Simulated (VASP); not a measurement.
GaCo, 2 atoms in the cell. The structure is cubic, space group Pm-3m (No. 221). The conventional cell has a = 2.878 Å, b = 2.878 Å, c = 2.878 Å, α = 90.00°, β = 90.00°, γ = 90.00°. Ga (site symmetry m-3m) has 8 Co at 2.49 Å and 6 Ga at 2.88 Å within 3.3 Å. Co (site symmetry m-3m) has 8 Ga at 2.49 Å and 6 Co at 2.88 Å within 3.3 Å. 

* Program: VASP 6.6.1
* Task: single point
* Functional: PBE
* Potentials or basis: VASP PAW PBE potentials, release 64 (Ga_d, Co_sv)
* Cutoff: 690 eV
* k mesh: 8 × 8 × 8
* Occupations: fermi-dirac, width 0.05 eV
* Spin: collinear spin, ferromagnetic start
* Starting moments: [0.0, 2.5] μB
* Fixed moment: 2.5 μB
* Dipole correction: no
* Further INCAR settings: ALGO = Normal; EDIFF = 1e-06; NBANDS = 26

Potentials or basis: VASP PAW PBE potentials, release 64 (Ga_d, Co_sv).

Command:

```console
$ cat potpaw_PBE.64/Ga_d/POTCAR potpaw_PBE.64/Co_sv/POTCAR > POTCAR
$ mpirun -np 1 vasp_std > vasp.out
```

Hardware: 1 thread of Intel(R) Xeon(R) Platinum 8259CL CPU @ 2.50GHz (Skylake/Cascade Lake), on a shared host.

**Question.** How long does it take, and how much memory?

**Answer.** Wall time 110 s on 1 thread of Intel(R) Xeon(R) Platinum 8259CL CPU @ 2.50GHz (Skylake/Cascade Lake) (shared host), peak memory 0.2 GiB. Counts: scf iterations 14, k points 35.
